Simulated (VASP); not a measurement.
Wanted: the native input for a VASP 6.6.1 run.

```
Task                   : single point
Functional             : PBE
Potentials or basis    : VASP PAW PBE potentials, release 64 (Au, C)
Cutoff                 : 520 eV
k mesh                 : 9 × 9 × 1
Occupations            : gaussian, width 0.1 eV
Spin                   : no spin polarisation
Dipole correction      : yes
Further INCAR settings : ALGO = Normal; EDIFF = 1e-07; NBANDS = 26
```

The structure of Au3C lies in POSCAR:

```
Au3C
1.0
    2.9402049748      0.0000000000      0.0000000000
   -1.4701024874      2.5462922005      0.0000000000
    0.0000000000      0.0000000000     21.8974947720
Au C
3 1
Direct
    0.6666666667      0.3333333333      0.1826692981
    0.3333333333      0.6666666667      0.2945190844
    0.0000000000      0.0000000000      0.4063247812
    0.0000000000      0.0000000000      0.5099896079
```

These files were run (other wordings do the same):

INCAR

```
ALGO = Normal ; DIPOL = 0.5 0.5 0.348
EDIFF = 1E-7 ; ENCUT = 520
GGA = PE ; IDIPOL = 3
ISIF = 2 ; ISMEAR = 0
LASPH = True ; LCHARG = False
LDIPOL = True ; LREAL = False
LWAVE = False ; NBANDS = 26
NELM = 60 ; PREC = Accurate
SIGMA = 0.1
```

KPOINTS

```
k-points
0
Gamma
  9 9 1
```

Potentials or basis: VASP PAW PBE potentials, release 64 (Au, C).

Launch:

```sh
$ cat potpaw_PBE.64/Au/POTCAR potpaw_PBE.64/C/POTCAR > POTCAR
$ mpirun -np 1 vasp_std > vasp.out
```

It gave:

```yaml
Largest_force: 1.840 eV/Å
Band_gap_on_the_k_mesh: zero (an odd number of electrons rules out a gap without spin polarisation)
```

Caveat: spin-orbit coupling is left out, which moves the levels of the heavy elements.

Wall time 80 s on 1 thread of Intel(R) Xeon(R) Platinum 8259CL CPU @ 2.50GHz (Skylake/Cascade Lake), on a shared host, peak memory 0.3 GiB.
